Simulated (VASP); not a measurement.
# La (Fm-3m) in VASP: further runs

La is run at these levels: r2SCAN; tasks: single point, relaxation of cell and atoms.

Program: VASP 6.6.1. These are calculated values, not measurements. Logs are shortened: lines on timing, memory, paths and dates and some standing lists are left out, and cuts for length are marked.

## Step 1: The cell of the first run

Symmetry: Fm-3m, No. 225, cubic system. Conventional cell: a = 5.514 Å, b = 5.514 Å, c = 5.514 Å, α = 90.00°, β = 90.00°, γ = 90.00°. Within 5.1 Å of La (site symmetry m-3m) lie 12 La at 3.90 Å.

## Step 2: Single point, r2SCAN (volume scaled by 1.12)

The input, POSCAR:

```
La
1.0
    0.0000000000      2.7568505027      2.7568505027
    2.7568505027      0.0000000000      2.7568505027
    2.7568505027      2.7568505027      0.0000000000
La
1
Direct
    0.0000000000      0.0000000000      0.0000000000
```

The input, INCAR.step1:

```
SYSTEM = La
PREC     = Accurate       ! precision mode
ENCUT    = 520            ! plane-wave cutoff, eV
ISMEAR   = -1             ! smearing method
SIGMA    = 0.1            ! smearing width, eV
LREAL    = .False.        ! projectors in reciprocal space
LASPH    = .True.         ! aspherical terms in the spheres
NELM     = 80             ! most SCF steps
NBANDS   = 12             ! bands
GGA      = PE             ! functional
ALGO     = Normal         ! electronic algorithm
EDIFF    = 1E-4           ! SCF threshold, eV
LWAVE    = .True.         ! write WAVECAR
LCHARG   = .False.        ! write CHGCAR
```

The input, INCAR.step2:

```
SYSTEM = La
PREC     = Accurate       ! precision mode
ENCUT    = 520            ! plane-wave cutoff, eV
EDIFF    = 1E-6           ! SCF threshold, eV
ISMEAR   = -1             ! smearing method
SIGMA    = 0.1            ! smearing width, eV
LREAL    = .False.        ! projectors in reciprocal space
LASPH    = .True.         ! aspherical terms in the spheres
NELM     = 80             ! most SCF steps
ALGO     = Normal         ! electronic algorithm
ISIF     = 2              ! what is computed and relaxed
LWAVE    = .False.        ! write WAVECAR
LCHARG   = .False.        ! write CHGCAR
METAGGA  = R2SCAN         ! meta-GGA
LMIXTAU  = .True.       
NBANDS   = 12             ! bands
ISTART   = 1
```

The input, KPOINTS:

```
Automatic mesh
0
Gamma
  12 12 12
  0 0 0
```

Potentials or basis: VASP PAW PBE potentials, release 64 (La).

On the command line:

```
cat potpaw_PBE.64/La/POTCAR > POTCAR
cp INCAR.step1 INCAR
mpirun -np 1 vasp_std > vasp.out
cp INCAR.step2 INCAR
mpirun -np 1 vasp_std > vasp.out
```

OUTCAR:

```text
SYSTEM = La
   PREC = Accurate
   ENCUT = 520
   EDIFF = 1E-6
   ISMEAR = -1
   LREAL = .False.
   LASPH = .True.
   NELM = 80
   ISIF = 2
   METAGGA = R2SCAN
   ISTART = 1

 ion  position               nearest neighbor table
   1  0.000  0.000  0.000-

  LATTYP: Found a face centered cubic cell.
 ALAT       =     5.5137010054

  Lattice vectors:

 A1 = (   0.0000000000,   2.7568505027,   2.7568505027)
 A2 = (   2.7568505027,   0.0000000000,   2.7568505027)
 A3 = (   2.7568505027,   2.7568505027,   0.0000000000)

Analysis of symmetry for initial positions (statically):
=====================================================================
 Subroutine PRICEL returns:
 Original cell was already a primitive cell.

 Routine SETGRP: Setting up the symmetry group for a
 face centered cubic supercell.

 Subroutine GETGRP returns: Found 48 space group operations
 (whereof 48 operations were pure point group operations)
 out of a pool of 48 trial point group operations.

The static configuration has the point symmetry O_h .

Analysis of symmetry for dynamics (positions and initial velocities):
=====================================================================
 Subroutine PRICEL returns:
 Original cell was already a primitive cell.

 Routine SETGRP: Setting up the symmetry group for a
 face centered cubic supercell.

 Subroutine GETGRP returns: Found 48 space group operations
 (whereof 48 operations were pure point group operations)
 out of a pool of 48 trial point group operations.

The dynamic configuration has the point symmetry O_h .

 Subroutine INISYM returns: Found 48 space group operations
 (whereof 48 operations are pure point group operations),
 and found     1 'primitive' translations

----------------------------------------------------------------------------------------

                                     Primitive cell

  volume of cell :      41.9054

  direct lattice vectors                    reciprocal lattice vectors
     0.000000000  2.756850503  2.756850503    -0.181366381  0.181366381  0.181366381
     2.756850503  0.000000000  2.756850503     0.181366381 -0.181366381  0.181366381
     2.756850503  2.756850503  0.000000000     0.181366381  0.181366381 -0.181366381

  length of vectors
     3.898775370  3.898775370  3.898775370     0.314135788  0.314135788  0.314135788

  position of ions in fractional coordinates (direct lattice)
     0.000000000  0.000000000  0.000000000

  ion indices of the primitive-cell ions
   primitive index   ion index
                 1           1

----------------------------------------------------------------------------------------

 KPOINTS: Automatic mesh

Automatic generation of k-mesh.
 Grid dimensions read from file:
 generate k-points for:   12   12   12

 Generating k-lattice:

  Cartesian coordinates                     Fractional coordinates (reciprocal lattice)
    -0.015113865  0.015113865  0.015113865     0.083333333  0.000000000  0.000000000
     0.015113865 -0.015113865  0.015113865     0.000000000  0.083333333  0.000000000
     0.015113865  0.015113865 -0.015113865     0.000000000  0.000000000  0.083333333

  Length of vectors
     0.026177982  0.026177982  0.026177982

  Shift w.r.t. Gamma in fractional coordinates (k-lattice)
     0.000000000  0.000000000  0.000000000

 Subroutine IBZKPT returns following result:
 ===========================================

 Found     72 irreducible k-points:

 Following reciprocal coordinates:
            Coordinates               Weight
  0.000000  0.000000  0.000000      1.000000
  0.083333  0.000000  0.000000      8.000000
  0.166667  0.000000  0.000000      8.000000
  0.250000  0.000000  0.000000      8.000000
  0.333333  0.000000  0.000000      8.000000
  0.416667  0.000000  0.000000      8.000000
[... 16 lines left out ...]
  0.500000  0.166667  0.000000     24.000000
 -0.416667  0.166667  0.000000     24.000000
 [... further k-points ...]
   k-points           NKPTS =     72   k-points in BZ     NKDIM =     72   number of bands    NBANDS=     12
   number of dos      NEDOS =    301   number of ions     NIONS =      1
   total plane-waves  NPLWV =  27000
   dimension x,y,z NGX =    30 NGY =   30 NGZ =   30
   dimension x,y,z NGXF=    60 NGYF=   60 NGZF=   60
   ions per type =               1
   NGX,Y,Z   is equivalent  to a cutoff of  12.79, 12.79, 12.79 a.u.
   NGXF,Y,Z  is equivalent  to a cutoff of  25.58, 25.58, 25.58 a.u.
 SYSTEM =  La
   PREC   = accura    normal or accurate (medium, high low for compatibility)
   ISTART =      1    job   : 0-new  1-cont  2-samecut
   ICHARG =      0    charge: 1-file 2-atom 10-const
   ISPIN  =      1    spin polarized calculation?
   LNONCOLLINEAR =      F non collinear calculations
   LSORBIT =      F    spin-orbit coupling
   LASPH  =      T    aspherical Exc in radial PAW
   ENCUT  =  520.0 eV  38.22 Ry    6.18 a.u.   7.25  7.25  7.25*2*pi/ulx,y,z
   NELM   =     80;   NELMIN=  2; NELMDL=  0     # of ELM steps
   EDIFF  = 0.1E-05   stopping-criterion for ELM
   LREAL  =      F    real-space projection
   EDIFFG = 0.1E-04   stopping-criterion for IOM
   NSW    =      0    number of steps for IOM
   IBRION =     -1    ionic relax: 0-MD 1-quasi-New 2-CG
   NFREE  =      0    steps in history (QN), initial steepest desc. (CG)
   ISIF   =      2    stress and relaxation
   ISYM   =      2    0-nonsym 1-usesym 2-fastsym
   POTIM  = 0.5000    time-step for ionic-motion
   TEBEG  =    0.0;   TEEND  =   0.0 temperature during run
   PSTRESS=    0.0 pullay stress
   NELECT =      11.0000    total number of electrons
   NUPDOWN=      -1.0000    fix difference up-down
   EMIN   =  10.00;   EMAX   =-10.00  energy-range for DOS
   EFERMI =   0.00;   METHOD = LEGACY
   ISMEAR =    -1;   SIGMA  =   0.10  broadening in eV -4-tet -1-fermi 0-gaus
   EFERMI_NEDOS =   21; number of points for ismear=-14 and -15
   IALGO  =     38    algorithm
   IMIX   =      4    mixing-type and parameters
     AMIX     =   0.40;   BMIX     =  1.00
     AMIX_MAG =   1.60;   BMIX_MAG =  1.00
  volume/ion in A,a.u.               =      41.91       282.79
  Fermi-wavevector in a.u.,A,eV,Ry     =   1.048212  1.980834 14.949383  1.098749
  Thomas-Fermi vector in A             =   2.183124
   LORBIT       =      0    0 simple, 1 ext, 2 COOP (PROOUT), +10 PAW based schemes
   METAGGA = R2SCAN    functional components
   LHFCALC =     F    Hartree Fock is set to
   AEXX    =    0.0000 exact exchange contribution
   IVDW    =     0    specifies the selected vdW correction
   LEPSILON=     F    determine dielectric tensor
   LRPA    =     F    only Hartree local field effects (RPA)
 non-spin polarized calculation
  energy-cutoff  :      520.00
  volume of cell :       41.91
 maximum number of plane-waves:      1158
 NGX is ok and might be reduce to    30
   NGX = 15   NGY = 15   NGZ = 15

 number of electron      11.0000001 magnetization

 Free energy of the ion-electron system (eV)
  ---------------------------------------------------
  ext. energy  EPLUGINS =         0.00000000
  ---------------------------------------------------
  free energy    TOTEN  =       -29.72263367 eV

  energy without entropy =      -29.66279941  energy(sigma->0) =      -29.69271654

 E-fermi :   6.8472     XC(G=0):  -9.6983

 val. band max:        6.8340752031   @ k =  -0.3333   0.3333   0.0000
 cond. band min:       6.8574345499   @ k =  -0.3333   0.2500   0.0000
 fundamental gap:      0.0233593467
 Fermi energy:         6.8472385586

 k-point     1 :       0.0000    0.0000    0.0000
  band No.  band energies     occupation
      1     -27.3906      2.00000
      2     -10.0986      2.00000
      3     -10.0986      2.00000
      4     -10.0986      2.00000
      5       3.4676      2.00000
      6       8.2889      0.00000
      7       8.4311      0.00000
      8       8.4311      0.00000
      9       8.4311      0.00000
     10       8.7439      0.00000
     11       8.7439      0.00000
     12       8.7439      0.00000

 k-point     2 :       0.0833    0.0000    0.0000
  band No.  band energies     occupation
      1     -27.3820      2.00000
      2     -10.1731      2.00000
      3     -10.1073      2.00000
      4     -10.1073      2.00000
      5       3.6530      2.00000
      6       7.9155      0.00005
      7       8.4561      0.00000
      8       8.4561      0.00000
      9       8.6562      0.00000
     10       8.7460      0.00000
     11       8.7460      0.00000
     12       8.7880      0.00000

 k-point     3 :       0.1667    0.0000    0.0000
  band No.  band energies     occupation
      1     -27.3584      2.00000
      2     -10.3709      2.00000
      3     -10.1309      2.00000
      4     -10.1309      2.00000
      5       4.1491      2.00000
      6       7.5133      0.00256
      7       8.4874      0.00000
      8       8.4874      0.00000
      9       8.6247      0.00000
     10       8.7528      0.00000
     11       8.7528      0.00000
     12       8.9947      0.00000
[... 286 lines left out ...]
 k-point    23 :       0.5000    0.1667    0.0000
  band No.  band energies     occupation
      1     -27.2493      2.00000
      2     -11.0085      2.00000
      3     -10.3835      2.00000
      4     -10.2840      2.00000
      5       5.7461      1.99997
      6       7.0925      0.15855
      7       7.9619      0.00003
      8       8.5441      0.00000
      9       8.7652      0.00000
     10       8.8015      0.00000
     11       8.9339      0.00000
     12       9.1191      0.00000

 k-point    24 :      -0.4167    0.1667    0.0000
  band No.  band energies     occupation
      1     -27.2471      2.00000
      2     -11.0172      2.00000
      3     -10.4174      2.00000
      4     -10.2627      2.00000
      5       5.8072      1.99994
      6       7.1182      0.12487
      7       8.1147      0.00001
      8       8.4969      0.00000
      9       8.7227      0.00000
     10       8.7708      0.00000
     11       8.9536      0.00000
     12       9.1347      0.00000

 [... further k-points ...]
[... 5 lines left out ...]
  --------------------------------------------------------------------------------------
  -------------------------------------------------------------------------------------
  Total       -0.6229541     -0.6229541     -0.6229541      0.0000000     -0.0000000      0.0000000
  in kB      -23.8175438    -23.8175438    -23.8175438      0.0000000     -0.0000000      0.0000000
  external PRESSURE =     -23.8175438 kB  Pullay stress =       0.0000000 kB

 VOLUME and BASIS-vectors are now :
 -----------------------------------------------------------------------------
  energy-cutoff  :      520.00
  volume of cell :       41.91
      direct lattice vectors                 reciprocal lattice vectors
     0.000000000  2.756850503  2.756850503    -0.181366381  0.181366381  0.181366381
     2.756850503  0.000000000  2.756850503     0.181366381 -0.181366381  0.181366381
     2.756850503  2.756850503  0.000000000     0.181366381  0.181366381 -0.181366381

 POSITION                                       TOTAL-FORCE (eV/Angst)
 -----------------------------------------------------------------------------------
      0.00000      0.00000      0.00000        -0.000000     -0.000000     -0.000000
 -----------------------------------------------------------------------------------
    total drift:                                0.000000      0.000000     -0.000000

  FREE ENERGIE OF THE ION-ELECTRON SYSTEM (eV)
  ---------------------------------------------------
  free  energy   TOTEN  =       -29.7226336683 eV

  energy  without entropy=      -29.6627994123  energy(sigma->0) =      -29.69271654
```

Run time: 5.8 min. Hardware: 1 thread of Intel Xeon Platinum 8488C (Sapphire Rapids), shared host; peak memory 0.21 GiB.

What came out:

| Property | Result |
| --- | --- |
| Free energy | -29.7226 eV |
| Pressure | -2.4 GPa |

Levels at points of the mesh, in eV from the Fermi level:
| k point | band 2 | band 3 | band 4 | band 5 | band 6 | band 7 | band 8 | band 9 |
| --- | --- | --- | --- | --- | --- | --- | --- | --- |
| (0.00, 0.00, 0.00) | -16.95 | -16.95 | -16.95 | -3.38 | 1.44 | 1.58 | 1.58 | 1.58 |
| (0.50, 0.00, 0.00) | -17.96 | -17.07 | -17.07 | -1.63 | 1.38 | 1.39 | 1.39 | 1.71 |
| (0.50, 0.50, 0.00) | -17.89 | -17.30 | -17.30 | -1.78 | -1.17 | 1.86 | 1.96 | 1.96 |

Caveat: the cell differs from its parent crystal (volume scaled by 1.12); the PAW data sets were made with another functional, which shifts forces and pressure a little; spin-orbit coupling is left out, which moves the levels of the heavy elements.

## Step 3: Single point, r2SCAN

This run uses another cell than the first one, of 37.42 Å³/atom, 0.893 times its volume.

The input, POSCAR:

```
La
1.0
    0.0000000000      2.6546496237      2.6546496237
    2.6546496237      0.0000000000      2.6546496237
    2.6546496237      2.6546496237      0.0000000000
La
1
Direct
    0.0000000000      0.0000000000      0.0000000000
```

The input, INCAR.step1:

```
ALGO = Normal
EDIFF = 1E-4
ENCUT = 520
GGA = PE
ISMEAR = -1
LASPH = True
LCHARG = False
LREAL = False
LWAVE = True
NBANDS = 12
NELM = 80
PREC = Accurate
SIGMA = 0.1
```

The input, INCAR.step2:

```
ALGO = Normal
EDIFF = 1E-7
ENCUT = 520
ISIF = 2
ISMEAR = -1
ISTART = 1
LASPH = True
LCHARG = False
LMIXTAU = True
LREAL = False
LWAVE = False
METAGGA = R2SCAN
NBANDS = 12
NELM = 80
PREC = Accurate
SIGMA = 0.1
```

The input, KPOINTS:

```
k-points
0
Gamma
  17 17 17
```

Potentials or basis: VASP PAW PBE potentials, release 64 (La).

On the command line:

```
cat potpaw_PBE.64/La/POTCAR > POTCAR
cp INCAR.step1 INCAR
mpirun -np 1 vasp_std > vasp.out
cp INCAR.step2 INCAR
mpirun -np 1 vasp_std > vasp.out
```

It took 8.1 min on 1 thread of Intel Xeon Platinum 8488C (Sapphire Rapids), shared host; peak memory 0.24 GiB.

It converged, with:

```
Free energy : -29.7587 eV
Pressure    : -0.1 GPa
```

Levels at points of the mesh, in eV from the Fermi level:
| k point | band 3 | band 4 | band 5 | band 6 | band 7 | band 8 |
| --- | --- | --- | --- | --- | --- | --- |
| (0.00, 0.00, 0.00) | -16.58 | -16.58 | -3.32 | 1.53 | 1.67 | 1.67 |

Caveat: the PAW data sets were made with another functional, which shifts forces and pressure a little; spin-orbit coupling is left out, which moves the levels of the heavy elements.

## Step 4: Relaxation of cell and atoms, r2SCAN

This run uses another cell than the first one, of 37.42 Å³/atom, 0.893 times its volume.

POSCAR is that of step 3.

The input, INCAR.step1:

```
SYSTEM = La
  PREC = Accurate
  ENCUT = 600
  ISMEAR = -1
  SIGMA = 0.1
  LREAL = .False.
  LASPH = .True.
  NELM = 60
  GGA = PE
  ALGO = Normal
  EDIFF = 1E-4
  LWAVE = .True.
  LCHARG = .False.
```

The input, INCAR.step2:

```
SYSTEM = La
  PREC = Accurate
  ENCUT = 600
  EDIFF = 1E-7
  ISMEAR = -1
  SIGMA = 0.1
  LREAL = .False.
  LASPH = .True.
  NELM = 60
  ALGO = Normal
  ISIF = 3
  LWAVE = .False.
  LCHARG = .False.
  METAGGA = R2SCAN
  LMIXTAU = .True.
  IBRION = 2
  NSW = 80
  EDIFFG = -0.01
  ISTART = 1
```

The input, KPOINTS:

```
regular mesh
0
Gamma
  10 10 10
  0 0 0
```

On the command line:

```
cat potpaw_PBE.64/La/POTCAR > POTCAR
cp INCAR.step1 INCAR
mpirun -np 1 vasp_std > vasp.out
cp INCAR.step2 INCAR
mpirun -np 1 vasp_std > vasp.out
```

It took 4.6 min on 1 thread of Intel Xeon Platinum 8488C (Sapphire Rapids), shared host; peak memory 0.2 GiB.

It converged, with:

| Item | Value |
| --- | --- |
| Free energy | -29.7568 eV |
| Relaxed volume | 37.49 Å³/atom |
| Relaxed cell | a = 3.757 Å, b = 3.757 Å, c = 3.757 Å, α = 60.00°, β = 60.00°, γ = 60.00° |
| Space group after relaxing (to 0.05 Å) | Fm-3m (No. 225) |
| Energy gained by relaxing | 0.0 meV/atom |
| Ionic steps | 2 |
| Pressure after relaxing | 0.0 GPa |

Final structure:
```yaml
crystal:
  lattice:
    - [0.00000, 2.65652, 2.65652]
    - [2.65652, 0.00000, 2.65652]
    - [2.65652, 2.65652, 0.00000]
  atoms:
    - { symbol: La, position: [0.00000, 0.00000, 0.00000] }
```

Levels at points of the mesh, in eV from the Fermi level:
| k point | band 3 | band 4 | band 5 | band 6 | band 7 | band 8 |
| --- | --- | --- | --- | --- | --- | --- |
| (0.00, 0.00, 0.00) | -16.58 | -16.58 | -3.32 | 1.53 | 1.67 | 1.67 |
| (0.50, 0.00, 0.00) | -16.76 | -16.76 | -1.75 | 1.44 | 1.44 | 1.54 |
| (0.50, 0.50, 0.00) | -17.07 | -17.07 | -2.06 | -1.43 | 2.17 | 2.22 |

Caveat: the PAW data sets were made with another functional, which shifts forces and pressure a little; spin-orbit coupling is left out, which moves the levels of the heavy elements.

## Step 5: Single point, r2SCAN, non-collinear spin, zero start, spin-orbit coupling

This run uses another cell than the first one, of 37.42 Å³/atom, 0.893 times its volume.

POSCAR is that of step 4.

The input, INCAR.step1:

```
ALGO = Normal
EDIFF = 1E-4
ENCUT = 520
GGA = PE
GGA_COMPAT = False
ISMEAR = -1
LASPH = True
LCHARG = False
LMAXMIX = 6
LNONCOLLINEAR = True
LREAL = False
LSORBIT = True
LWAVE = True
MAGMOM = 0 0 0
NBANDS = 22
NELM = 150
PREC = Accurate
SIGMA = 0.1
```

The input, INCAR.step2:

```
ALGO = Normal
EDIFF = 1E-7
ENCUT = 520
GGA_COMPAT = False
ISIF = 2
ISMEAR = -1
ISTART = 1
LASPH = True
LCHARG = False
LMAXMIX = 6
LMIXTAU = True
LNONCOLLINEAR = True
LORBIT = 11
LORBMOM = True
LREAL = False
LSORBIT = True
LWAVE = False
MAGMOM = 0 0 0
METAGGA = R2SCAN
NBANDS = 22
NELM = 150
PREC = Accurate
SIGMA = 0.1
```

The input, KPOINTS:

```
k-points
0
Gamma
  10 10 10
```

On the command line:

```
cat potpaw_PBE.64/La/POTCAR > POTCAR
cp INCAR.step1 INCAR
mpirun -np 1 vasp_ncl > vasp.out
cp INCAR.step2 INCAR
mpirun -np 1 vasp_ncl > vasp.out
```

Run time: 14 min. Hardware: 1 thread of Intel Xeon Platinum 8488C (Sapphire Rapids), shared host; peak memory 0.32 GiB.

It converged, with:

| Property | Result |
| --- | --- |
| Free energy | -30.0380 eV |
| Pressure | 0.0 GPa |
| Net moment | 0.00 μB per cell |
| Valence electrons inside the program's atomic spheres | La 8.57 |

Moments on the atoms (μB; x, y, z):
```
La  0.00 0.00 0.00
```

Caveat: the PAW data sets were made with another functional, which shifts forces and pressure a little.

## Step 6: Summary

| task | spin | cell | k mesh | cutoff (eV) | gap on the mesh (eV) | pressure (GPa) |
| --- | --- | --- | --- | --- | --- | --- |
| single point | off | a = 3.899 Å, angles 60.0°, 1 atom | 12 × 12 × 12 | 520 | none | -2.4 |
| single point | off | a = 3.754 Å, angles 60.0°, 1 atom | 17 × 17 × 17 | 520 | none | -0.1 |
| relaxation of cell and atoms | off | relaxed from a = 3.754 Å, angles 60.0°, 1 atom | 10 × 10 × 10 | 600 | none | 0.0 |
| single point | non-collinear, zero start, SOC | a = 3.754 Å, angles 60.0°, 1 atom | 10 × 10 × 10 | 520 | - | 0.0 |

Alike in all rows: level r2SCAN; potentials or basis VASP PAW PBE potentials, release 64 (La); smearing fermi-dirac 0.1 eV.

Caveats: the PAW data sets were made with another functional, which shifts forces and pressure a little; spin-orbit coupling is left out, which moves the levels of the heavy elements (some runs).

Absolute energies hang on the potentials; compare differences alone.
